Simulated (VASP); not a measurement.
Set up this calculation in VASP 6.6.1, as the native input.

- Task: single point
- Functional: PBE
- Potentials or basis: VASP PAW PBE potentials, release 64 (Mg, Zn, O)
- Cutoff: 520 eV
- k mesh: 4 × 4 × 4
- Occupations: gaussian, width 0.2 eV
- Spin: no spin polarisation
- Dipole correction: no
- Further INCAR settings: ALGO = Normal; EDIFF = 1e-06; NBANDS = 37

The structure of MgZn4O lies in POSCAR:

```
MgZn4O
1.0
   -2.2287976834      2.2287976834      5.2791789673
    2.2287976834     -2.2287976834      5.2791789673
    2.2287976834      2.2287976834     -5.2791789673
Mg Zn O
1 4 1
Direct
    0.5000000000      0.5000000000      0.0000000000
    0.3663895622      0.8663895622      0.5000000000
    0.8663895622      0.3663895622      0.5000000000
    0.6336104378      0.1336104378      0.5000000000
    0.1336104378      0.6336104378      0.5000000000
    0.0000000000      0.0000000000      0.0000000000
```

These files were run (other wordings do the same):

INCAR

```
SYSTEM = MgZn4O
ALGO     = Normal         ! electronic algorithm
EDIFF    = 1E-6           ! SCF threshold, eV
ENCUT    = 520            ! plane-wave cutoff, eV
GGA      = PE             ! functional
ISIF     = 2              ! what is computed and relaxed
ISMEAR   = 0              ! smearing method
LASPH    = .TRUE.         ! aspherical terms in the spheres
LCHARG   = .TRUE.         ! write CHGCAR
LELF     = .TRUE.         ! ELF
LREAL    = .FALSE.        ! projectors in reciprocal space
LVHAR    = .TRUE.       
LWAVE    = .FALSE.        ! write WAVECAR
NBANDS   = 37             ! bands
NELM     = 80             ! most SCF steps
PREC     = Accurate       ! precision mode
SIGMA    = 0.2            ! smearing width, eV
```

KPOINTS

```
k-points
0
G
  4 4 4
  0 0 0
```

Potentials or basis: VASP PAW PBE potentials, release 64 (Mg, Zn, O).

Command:

```bash
$ cat potpaw_PBE.64/Mg/POTCAR potpaw_PBE.64/Zn/POTCAR potpaw_PBE.64/O/POTCAR > POTCAR
$ mpirun -np 1 vasp_std > vasp.out
```

Results of the run:

```
Pressure               : 0.2 GPa
Largest force          : 0.025 eV/Å
Band gap on the k mesh : zero (band 28 reaches 2.93 eV, above the bottom of band 29 at 1.59 eV)
```

Caveat: the k points lie up to 0.50 Å⁻¹ apart.

Wall time 93 s on 1 thread of AMD EPYC 9R45 (Zen 5), with other jobs on the host, peak memory 0.29 GiB.
